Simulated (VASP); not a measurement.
# Fe (Im-3m) in VASP: further runs

The runs below take Fe through single point, with PBE+U.

Program: VASP 6.6.1. These are calculated values, not measurements. Logs are shortened: lines on timing, memory, paths and dates and some standing lists are left out, and cuts for length are marked.

## Step 1: The cell of the first run

The structure is cubic, space group Im-3m (No. 229). Conventional cell: a = 2.861 Å, b = 2.861 Å, c = 2.861 Å, α = 90.00°, β = 90.00°, γ = 90.00°. Within 3.3 Å of Fe (site symmetry m-3m) lie 14 Fe at 2.48 to 2.86 Å.

## Step 2: Single point, PBE+U, collinear spin, ferromagnetic start

File INCAR:

```
SYSTEM = Fe
PREC = Accurate ; ENCUT = 520
EDIFF = 1E-7 ; ISMEAR = -1
SIGMA = 0.05 ; LREAL = .False.
LASPH = .True. ; NELM = 150
ALGO = Normal ; ISIF = 2
LWAVE = .False. ; LCHARG = .True.
ISPIN = 2 ; MAGMOM = 0.61
LORBIT = 11 ; NUPDOWN = 0.61
LMAXMIX = 4 ; LDAU = .True.
LDAUTYPE = 2 ; LDAUL = 2
LDAUU = 5.3 ; LDAUJ = 0
LDAUPRINT = 1 ; GGA = PE
LELF = .True. ; LVHAR = .True.
NBANDS = 14
```

File KPOINTS:

```
Automatic mesh
0
Gamma
  12 12 12
  0 0 0
```

File POSCAR:

```
Fe
1.0
   -1.4304000000      1.4304000000      1.4304000000
    1.4304000000     -1.4304000000      1.4304000000
    1.4304000000      1.4304000000     -1.4304000000
Fe
1
Direct
    0.0000000000      0.0000000000      0.0000000000
```

Potentials or basis: VASP PAW PBE potentials, release 64 (Fe).

The run is started by

```sh
$ cat potpaw_PBE.64/Fe/POTCAR > POTCAR
$ mpirun -np 1 vasp_std > vasp.out
```

OUTCAR:

```text
SYSTEM = Fe
   PREC = Accurate
   ENCUT = 520
   EDIFF = 1E-7
   ISMEAR = -1
   LREAL = .False.
   LASPH = .True.
   NELM = 150
   ISIF = 2
   ISPIN = 2
   LORBIT = 11
   NUPDOWN = 0.61
   GGA = PE

 ion  position               nearest neighbor table
   1  0.000  0.000  0.000-

  LATTYP: Found a body centered cubic cell.
 ALAT       =     2.8608000000

  Lattice vectors:

 A1 = (  -1.4304000000,   1.4304000000,   1.4304000000)
 A2 = (   1.4304000000,  -1.4304000000,   1.4304000000)
 A3 = (   1.4304000000,   1.4304000000,  -1.4304000000)

Analysis of symmetry for initial positions (statically):
=====================================================================
 Subroutine PRICEL returns:
 Original cell was already a primitive cell.

 Routine SETGRP: Setting up the symmetry group for a
 body centered cubic supercell.

 Subroutine GETGRP returns: Found 48 space group operations
 (whereof 48 operations were pure point group operations)
 out of a pool of 48 trial point group operations.

The static configuration has the point symmetry O_h .

Analysis of symmetry for dynamics (positions and initial velocities):
=====================================================================
 Subroutine PRICEL returns:
 Original cell was already a primitive cell.

 Routine SETGRP: Setting up the symmetry group for a
 body centered cubic supercell.

 Subroutine GETGRP returns: Found 48 space group operations
 (whereof 48 operations were pure point group operations)
 out of a pool of 48 trial point group operations.

The dynamic configuration has the point symmetry O_h .

Analysis of structural, dynamic, and magnetic symmetry:
=====================================================================
 Subroutine PRICEL returns:
 Original cell was already a primitive cell.

 Routine SETGRP: Setting up the symmetry group for a
 body centered cubic supercell.

 Subroutine GETGRP returns: Found 48 space group operations
 (whereof 48 operations were pure point group operations)
 out of a pool of 48 trial point group operations.

The overall configuration has the point symmetry O_h .

 Subroutine INISYM returns: Found 48 space group operations
 (whereof 48 operations are pure point group operations),
 and found     1 'primitive' translations

----------------------------------------------------------------------------------------

                                     Primitive cell

  volume of cell :      11.7066

  direct lattice vectors                    reciprocal lattice vectors
    -1.430400000  1.430400000  1.430400000     0.000000000  0.349552573  0.349552573
     1.430400000 -1.430400000  1.430400000     0.349552573  0.000000000  0.349552573
     1.430400000  1.430400000 -1.430400000     0.349552573  0.349552573  0.000000000

  length of vectors
     2.477525475  2.477525475  2.477525475     0.494341989  0.494341989  0.494341989

  position of ions in fractional coordinates (direct lattice)
     0.000000000  0.000000000  0.000000000

  ion indices of the primitive-cell ions
   primitive index   ion index
                 1           1

----------------------------------------------------------------------------------------

 KPOINTS: Automatic mesh

Automatic generation of k-mesh.
 Grid dimensions read from file:
 generate k-points for:   12   12   12

 Generating k-lattice:

  Cartesian coordinates                     Fractional coordinates (reciprocal lattice)
     0.000000000  0.029129381  0.029129381     0.083333333  0.000000000  0.000000000
     0.029129381  0.000000000  0.029129381     0.000000000  0.083333333  0.000000000
     0.029129381  0.029129381  0.000000000     0.000000000  0.000000000  0.083333333

  Length of vectors
     0.041195166  0.041195166  0.041195166

  Shift w.r.t. Gamma in fractional coordinates (k-lattice)
     0.000000000  0.000000000  0.000000000

 Subroutine IBZKPT returns following result:
 ===========================================

 Found     72 irreducible k-points:

 Following reciprocal coordinates:
            Coordinates               Weight
  0.000000  0.000000  0.000000      1.000000
  0.083333  0.000000  0.000000     12.000000
  0.166667  0.000000  0.000000     12.000000
  0.250000  0.000000  0.000000     12.000000
  0.333333  0.000000  0.000000     12.000000
  0.416667  0.000000  0.000000     12.000000
[... 16 lines left out ...]
  0.333333  0.083333  0.083333     24.000000
  0.416667  0.083333  0.083333     12.000000
 [... further k-points ...]
   k-points           NKPTS =     72   k-points in BZ     NKDIM =     72   number of bands    NBANDS=     14
   number of dos      NEDOS =    301   number of ions     NIONS =      1
   total plane-waves  NPLWV =   5832
   dimension x,y,z NGX =    18 NGY =   18 NGZ =   18
   dimension x,y,z NGXF=    36 NGYF=   36 NGZF=   36
   ions per type =               1
   NGX,Y,Z   is equivalent  to a cutoff of  12.08, 12.08, 12.08 a.u.
   NGXF,Y,Z  is equivalent  to a cutoff of  24.16, 24.16, 24.16 a.u.
 SYSTEM =  Fe
   PREC   = accura    normal or accurate (medium, high low for compatibility)
   ISTART =      0    job   : 0-new  1-cont  2-samecut
   ICHARG =      2    charge: 1-file 2-atom 10-const
   ISPIN  =      2    spin polarized calculation?
   LNONCOLLINEAR =      F non collinear calculations
   LSORBIT =      F    spin-orbit coupling
   LASPH  =      T    aspherical Exc in radial PAW
   ENCUT  =  520.0 eV  38.22 Ry    6.18 a.u.   4.61  4.61  4.61*2*pi/ulx,y,z
   NELM   =    150;   NELMIN=  2; NELMDL= -5     # of ELM steps
   EDIFF  = 0.1E-06   stopping-criterion for ELM
   LREAL  =      F    real-space projection
   EDIFFG = 0.1E-05   stopping-criterion for IOM
   NSW    =      0    number of steps for IOM
   IBRION =     -1    ionic relax: 0-MD 1-quasi-New 2-CG
   NFREE  =      0    steps in history (QN), initial steepest desc. (CG)
   ISIF   =      2    stress and relaxation
   ISYM   =      2    0-nonsym 1-usesym 2-fastsym
   POTIM  = 0.5000    time-step for ionic-motion
   TEBEG  =    0.0;   TEEND  =   0.0 temperature during run
   PSTRESS=    0.0 pullay stress
   NELECT =       8.0000    total number of electrons
   NUPDOWN=       0.6100    fix difference up-down
   EMIN   =  10.00;   EMAX   =-10.00  energy-range for DOS
   EFERMI =   0.00;   METHOD = LEGACY
   ISMEAR =    -1;   SIGMA  =   0.05  broadening in eV -4-tet -1-fermi 0-gaus
   EFERMI_NEDOS =   21; number of points for ismear=-14 and -15
   IALGO  =     38    algorithm
   IMIX   =      4    mixing-type and parameters
     AMIX     =   0.40;   BMIX     =  1.00
     AMIX_MAG =   1.60;   BMIX_MAG =  1.00
  volume/ion in A,a.u.               =      11.71        79.00
  Fermi-wavevector in a.u.,A,eV,Ry     =   1.441985  2.724956 28.290866  2.079320
  Thomas-Fermi vector in A             =   2.560556
   LORBIT       =     11    0 simple, 1 ext, 2 COOP (PROOUT), +10 PAW based schemes
 LDA+U is selected, type is set to LDAUTYPE =  2
   angular momentum for each species LDAUL =     2
   U (eV)           for each species LDAUU =   5.3
   J (eV)           for each species LDAUJ =   0.0
   GGA     = PE    functional components
   LHFCALC =     F    Hartree Fock is set to
   AEXX    =    0.0000 exact exchange contribution
   IVDW    =     0    specifies the selected vdW correction
   LEPSILON=     F    determine dielectric tensor
   LRPA    =     F    only Hartree local field effects (RPA)
 spin polarized calculation
  energy-cutoff  :      520.00
  volume of cell :       11.71
 maximum number of plane-waves:       327
   NGX =  9   NGY =  9   NGZ =  9

atom =   1  type =  1  l = 2

 onsite density matrix

spin component  1

  0.5579  0.0000  0.0000 -0.0000 -0.0000
  0.0000  0.5579  0.0000  0.0000  0.0000
  0.0000  0.0000  0.9300  0.0000 -0.0000
 -0.0000  0.0000  0.0000  0.5579 -0.0000
 -0.0000  0.0000 -0.0000 -0.0000  0.9300

spin component  2

  0.8870 -0.0000 -0.0000 -0.0000  0.0000
 -0.0000  0.8870  0.0000  0.0000 -0.0000
 -0.0000  0.0000  0.1074  0.0000 -0.0000
 -0.0000  0.0000  0.0000  0.8870  0.0000
  0.0000 -0.0000 -0.0000  0.0000  0.1074

 occupancies and eigenvectors

  o =  0.1074  v =  0.0000  0.0000  0.0000  0.0000  0.0000  0.0000  0.0000 -1.0000  0.0000 -0.0095      0.0000  0.0000  0.0000  0.0000  0.0000  0.0000  0.0000  0.0000  0.0000  0.0000
  o =  0.1074  v =  0.0000  0.0000  0.0000  0.0000  0.0000  0.0000  0.0000  0.0095 -0.0000 -1.0000      0.0000  0.0000  0.0000  0.0000  0.0000  0.0000  0.0000  0.0000  0.0000  0.0000
  o =  0.5579  v =  0.0000 -0.9993 -0.0000  0.0361  0.0000  0.0000  0.0000  0.0000  0.0000  0.0000      0.0000  0.0000  0.0000  0.0000  0.0000  0.0000  0.0000  0.0000  0.0000  0.0000
  o =  0.5579  v =  0.0000  0.0361 -0.0000  0.9993 -0.0000  0.0000  0.0000  0.0000  0.0000  0.0000      0.0000  0.0000  0.0000  0.0000  0.0000  0.0000  0.0000  0.0000  0.0000  0.0000
  o =  0.5579  v =  1.0000  0.0000  0.0000  0.0000  0.0000  0.0000  0.0000  0.0000  0.0000  0.0000      0.0000  0.0000  0.0000  0.0000  0.0000  0.0000  0.0000  0.0000  0.0000  0.0000
  o =  0.8870  v =  0.0000  0.0000  0.0000  0.0000  0.0000  0.0000 -0.9449  0.0000  0.3272  0.0000      0.0000  0.0000  0.0000  0.0000  0.0000  0.0000  0.0000  0.0000  0.0000  0.0000
  o =  0.8870  v =  0.0000  0.0000  0.0000  0.0000  0.0000  0.0000 -0.3272  0.0000 -0.9449 -0.0000      0.0000  0.0000  0.0000  0.0000  0.0000  0.0000  0.0000  0.0000  0.0000  0.0000
  o =  0.8870  v =  0.0000  0.0000  0.0000  0.0000  0.0000  1.0000  0.0000  0.0000  0.0000  0.0000      0.0000  0.0000  0.0000  0.0000  0.0000  0.0000  0.0000  0.0000  0.0000  0.0000
  o =  0.9300  v =  0.0000 -0.0000  1.0000  0.0000 -0.0047  0.0000  0.0000  0.0000  0.0000  0.0000      0.0000  0.0000  0.0000  0.0000  0.0000  0.0000  0.0000  0.0000  0.0000  0.0000
  o =  0.9300  v =  0.0000 -0.0000 -0.0047 -0.0000 -1.0000  0.0000  0.0000  0.0000  0.0000  0.0000      0.0000  0.0000  0.0000  0.0000  0.0000  0.0000  0.0000  0.0000  0.0000  0.0000

 number of electron       8.0000000 magnetization       0.6100000

 Free energy of the ion-electron system (eV)
  ---------------------------------------------------
  ext. energy  EPLUGINS =         0.00000000
  ---------------------------------------------------
  free energy    TOTEN  =        -2.97679557 eV

  energy without entropy =       -2.96470068  energy(sigma->0) =       -2.97074813

 E-fermi :   5.9159     XC(G=0): -12.8792

 val. band max:        5.8615460225   @ k =  -0.4167   0.5000   0.2500
 cond. band min:       5.0919259030   @ k =   0.3333   0.1667   0.0000
 fundamental gap:     -0.7696201195
 Fermi energy:         5.0838802279

 spin component 1

 k-point     1 :       0.0000    0.0000    0.0000
  band No.  band energies     occupation
      1      -2.6827      1.00000
      2       2.8955      1.00000
      3       2.8955      1.00000
      4       4.5381      0.99998
      5       4.5381      0.99998
      6       4.5381      0.99998
      7      30.1494      0.00000
      8      30.1494      0.00000
      9      30.1494      0.00000
     10      32.6896      0.00000
     11      32.6896      0.00000
     12      37.4161      0.00000
     13      37.4162      0.00000
     14      37.4162      0.00000
[... 375 lines left out ...]
 k-point    24 :       0.4167    0.0833    0.0833
  band No.  band energies     occupation
      1       0.8107      1.00000
      2       3.0923      1.00000
      3       3.2843      1.00000
      4       4.2029      1.00000
      5       4.9375      0.94923
      6       8.9572      0.00000
      7      13.2154      0.00000
      8      21.1176      0.00000
      9      22.4526      0.00000
     10      31.7622      0.00000
     11      34.0589      0.00000
     12      40.1450      0.00000
     13      41.2491      0.00000
     14      45.8057      0.00000

 [... further k-points ...]

 spin component 2

 k-point     1 :       0.0000    0.0000    0.0000
  band No.  band energies     occupation
      1      -2.5692      1.00000
      2       2.4243      1.00000
      3       2.4251      1.00000
      4       2.4258      1.00000
      5       9.4381      0.00000
      6       9.4397      0.00000
      7      30.0247      0.00000
      8      30.0247      0.00000
      9      30.0247      0.00000
     10      33.5213      0.00000
     11      33.5216      0.00000
     12      33.5221      0.00000
     13      37.0229      0.00000
     14      37.0231      0.00000
[... 375 lines left out ...]
 k-point    24 :       0.4167    0.0833    0.0833
  band No.  band energies     occupation
      1       0.9388      1.00000
      2       1.2766      1.00000
      3       3.7656      1.00000
      4       8.0758      0.00000
      5       8.3352      0.00000
      6       9.7050      0.00000
      7      13.2788      0.00000
      8      20.5699      0.00000
      9      22.7081      0.00000
     10      30.2836      0.00000
     11      37.5823      0.00000
     12      39.9927      0.00000
     13      44.8781      0.00000
     14      45.7999      0.00000

 [... further k-points ...]
[... 5 lines left out ...]
  --------------------------------------------------------------------------------------
  -------------------------------------------------------------------------------------
  Total        0.6001608      0.6001608      0.6001608      0.0000000     -0.0000000      0.0000000
  in kB       82.1382999     82.1382999     82.1382999      0.0000000     -0.0000000      0.0000000
  external PRESSURE =      82.1382999 kB  Pullay stress =       0.0000000 kB

 VOLUME and BASIS-vectors are now :
 -----------------------------------------------------------------------------
  energy-cutoff  :      520.00
  volume of cell :       11.71
      direct lattice vectors                 reciprocal lattice vectors
    -1.430400000  1.430400000  1.430400000     0.000000000  0.349552573  0.349552573
     1.430400000 -1.430400000  1.430400000     0.349552573  0.000000000  0.349552573
     1.430400000  1.430400000 -1.430400000     0.349552573  0.349552573  0.000000000

 POSITION                                       TOTAL-FORCE (eV/Angst)
 -----------------------------------------------------------------------------------
      0.00000      0.00000      0.00000         0.000000      0.000000      0.000000
 -----------------------------------------------------------------------------------
    total drift:                                0.000000     -0.000000      0.000000

  FREE ENERGIE OF THE ION-ELECTRON SYSTEM (eV)
  ---------------------------------------------------
  free  energy   TOTEN  =        -2.9767955742 eV

  energy  without entropy=       -2.9647006792  energy(sigma->0) =       -2.97074813

 total charge

# of ion       s       p       d       tot
------------------------------------------
    1        0.483   0.474   6.380   7.337

 magnetization (x)

# of ion       s       p       d       tot
------------------------------------------
    1       -0.000  -0.061   0.657   0.595
```

Run time: 18 s. Hardware: 1 thread of AMD EPYC 9R45 (Zen 5), shared host; peak memory 0.1 GiB.

Results:

```yaml
Free_energy: -2.9768 eV
Pressure: 8.2 GPa
Net_moment: 0.61 μB per cell
Site_moments: Fe +0.59 μB
Valence_electrons_inside_the_program's_atomic_spheres: Fe 7.34
```

Eigenvalues of the final occupation matrices:
```csv
site,spin,trace,eigenvalues
site 1 d,1,3.53,0.56 0.56 0.56 0.93 0.93
site 1 d,2,2.88,0.11 0.11 0.89 0.89 0.89
```

Caveat: the total moment is fixed, so each spin has its own Fermi level; the U is typed as a test and isn't derived for this compound.

## Step 3: Single point, PBE+U, collinear spin, ferromagnetic start

File INCAR:

```
SYSTEM = Fe
PREC = Accurate
ENCUT = 520
EDIFF = 1E-6
ISMEAR = -1
SIGMA = 0.05
LREAL = .False.
LASPH = .True.
NELM = 150
ALGO = Normal
ISIF = 2
LWAVE = .False.
LCHARG = .False.
ISPIN = 2
MAGMOM = 1.84
LORBIT = 11
NUPDOWN = 1.84
LMAXMIX = 4
LDAU = .True.
LDAUTYPE = 2
LDAUL = 2
LDAUU = 5.3
LDAUJ = 0
LDAUPRINT = 1
GGA = PE
NBANDS = 14
```

File KPOINTS:

```
regular mesh
0
Gamma
  12 12 12
  0 0 0
```

POSCAR is that of step 2.

Potentials or basis: VASP PAW PBE potentials, release 64 (Fe).

The run is started by

```sh
$ cat potpaw_PBE.64/Fe/POTCAR > POTCAR
$ mpirun -np 1 vasp_std > vasp.out
```

Wall time 14 s (1 thread of AMD EPYC 9R45 (Zen 5), shared host); peak memory 0.1 GiB.

It converged, with:

- Free energy: -3.6158 eV
- Pressure: -4.7 GPa
- Net moment: 1.84 μB per cell
- Site moments: Fe +1.94 μB
- Valence electrons inside the program's atomic spheres: Fe 7.30

Eigenvalues of the final occupation matrices:
| site | spin | trace | eigenvalues |
| --- | --- | --- | --- |
| site 1 d | 1 | 4.25 | 0.79 0.79 0.79 0.94 0.94 |
| site 1 d | 2 | 2.12 | 0.13 0.13 0.62 0.62 0.62 |

Caveat: the total moment is fixed, so each spin has its own Fermi level; the U is typed as a test and isn't derived for this compound.

(Part 1 of 2 ends here.)
